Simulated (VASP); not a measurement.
# Na: single point with LDA

The system is Na.

```
Na
1.0
     0.00000    2.48827    2.48827
     2.48827    0.00000    2.48827
     2.48827    2.48827    0.00000
Na
1
Cartesian
  0.0000 0.0000 0.0000
```

This cell differs from its parent crystal: volume scaled by 0.92.

```
Program                : VASP 6.6.1
Task                   : single point
Functional             : LDA
Potentials or basis    : VASP PAW LDA potentials, release 64 (Na_pv)
Cutoff                 : 520 eV
k mesh                 : 12 × 12 × 12
Occupations            : fermi-dirac, width 0.1 eV
Spin                   : no spin polarisation
Dipole correction      : no
Further INCAR settings : ALGO = Normal; EDIFF = 1e-06; NBANDS = 10
```

* Pressure: 0.8 GPa

Levels at points of the mesh, in eV from the Fermi level:
```csv
k point,band 1,band 2,band 3,band 4,band 5,band 6,band 7,band 8,band 9
"(0.00, 0.00, 0.00)",-24.79,-24.79,-24.79,-3.67,12.21,12.21,12.21,13.64,14.34
"(0.50, 0.00, 0.00)",-24.85,-24.79,-24.79,0.63,1.14,11.15,11.15,12.55,12.69
"(0.50, 0.50, 0.00)",-24.85,-24.81,-24.81,2.01,2.59,6.84,8.07,8.07,10.54
```

Run time: 6.7 s on 1 thread of Intel(R) Xeon(R) 6975P-C (Granite Rapids) (shared host), peak memory 0.14 GiB.
